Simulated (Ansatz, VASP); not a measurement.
# Two plane-wave programs on S

```
S
1.0
    -1.67936    1.67936    2.55490
     1.67936   -1.67936    2.55490
     1.67936    1.67936   -2.55490
S
1
Direct
  0.00000 0.00000 0.00000
```

Alike in both runs: task relaxation of cell and atoms; functional PBEsol; k mesh 8 × 8 × 8; occupations gaussian, width 0.1 eV; no spin polarisation.

```csv
,VASP,Ansatz
version,VASP 6.6.1,Ansatz 0.2.0
potentials or method,"VASP PAW PBE potentials, release 64 (S), cutoff 600 eV","scalar-relativistic, plane waves, PAW"
valence electrons in the cell,6,6
```

Ansatz gave:

```
gap on the k mesh at the Fermi level, each at its own relaxed structure (eV) : none
relaxed volume (Å³/atom)                                                     : 18.92
relaxed cell length with the largest relative difference (Å)                 : 3.840
```

Question: What did VASP give for the same quantities?

Answer: gap on the k mesh at the Fermi level, each at its own relaxed structure (eV): none; relaxed volume (Å³/atom): 18.96; relaxed cell length with the largest relative difference (Å): 3.845.

VASP's potentials were made for PBE, not for PBEsol. A gap of «none» marks a metal or a gap that the smearing closes.

Noted on VASP's run: the volume moved by over 15 % at a fixed basis, so the end points are rough.
